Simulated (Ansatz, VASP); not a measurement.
One calculation of TiO2, two programs

```
Ti O
1.0
    -1.87001    1.87001    4.74380
     1.87001   -1.87001    4.74380
     1.87001    1.87001   -4.74380
Ti O
2 4
Direct
  0.75000 0.25000 0.50000
  0.00000 0.00000 0.00000
  0.54161 0.04161 0.50000
  0.79161 0.79161 0.00000
  0.20839 0.20839 0.00000
  0.95839 0.45839 0.50000
```

Change from the starting cell: hydrostatic strain -1.0%.

Alike in both runs: task single point; functional PBE; k mesh 10 × 10 × 10; occupations fermi-dirac, width 0.02 eV; no spin polarisation.

|  | VASP | Ansatz |
| --- | --- | --- |
| version | VASP 6.6.1 | Ansatz 0.2.0 |
| potentials or method | VASP PAW PBE potentials, release 64 (Ti_sv, O) | plane waves, PAW |
| plane-wave cutoff (eV) | 520 | 420 |
| valence electrons in the cell | 48 | 48 |

Ansatz gave:

| Item | Value |
| --- | --- |
| gap on the k mesh at the Fermi level (eV) | 2.20 |
| pressure (GPa) | 11.3 |
| traceless stress, the component that is largest in VASP (GPa) | -0.94 |
| rms of the force components (eV/Å) | 0.043 |

Question: Estimate VASP's values.

Answer: gap on the k mesh at the Fermi level (eV): 2.17; pressure (GPa): 12.1; traceless stress, the component that is largest in VASP (GPa): -0.92; rms of the force components (eV/Å): 0.052.

Atom by atom the forces differ by 0.009 eV/Å (rms over components). The functional is the same, so the differences come from potentials, cutoffs and numerics.
